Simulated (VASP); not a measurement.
# Si: single point with PBE

Crystal: Si.

```
Si
1.0
     0.00000    2.76876    2.76876
     2.76876    0.00000    2.76876
     2.76876    2.76876    0.00000
Si
2
Cartesian
  0.0000 0.0000 0.0000
  1.3844 1.3844 1.3844
```

```json
{
 "Program": "VASP 6.6.1",
 "Task": "single point",
 "Functional": "PBE",
 "Potentials or basis": "VASP PAW PBE potentials, release 64 (Si)",
 "Cutoff": "500 eV",
 "k mesh": "4 × 4 × 4",
 "Occupations": "gaussian, width 0.01 eV",
 "Spin": "no spin polarisation",
 "Dipole correction": "no",
 "Further INCAR settings": "ALGO = Normal; EDIFF = 1e-06; NBANDS = 11"
}
```

```
Pressure               : -2.6 GPa
Band gap on the k mesh : 0.80 eV, indirect (least direct gap 2.48 eV)
```

Levels at points of the mesh, in eV from the valence-band top:
| k point | band 1 | band 2 | band 3 | band 4 | band 5 | band 6 | band 7 | band 8 | band 9 |
| --- | --- | --- | --- | --- | --- | --- | --- | --- | --- |
| (0.00, 0.00, 0.00) | -11.57 | 0.00 | 0.00 | 0.00 | 2.52 | 2.52 | 2.52 | 2.72 | 7.67 |
| (0.50, 0.00, 0.00) | -9.38 | -6.71 | -1.15 | -1.15 | 1.33 | 3.34 | 3.34 | 7.64 | 10.38 |
| (0.50, 0.50, 0.00) | -7.63 | -7.63 | -2.71 | -2.71 | 0.80 | 0.80 | 9.61 | 9.61 | 10.78 |

It took 13 s on 1 thread of Intel Xeon 8259CL (shared host), peak memory 0.15 GiB.

Caveat: the k points lie up to 0.49 Å⁻¹ apart. A k mesh can miss the band edges.
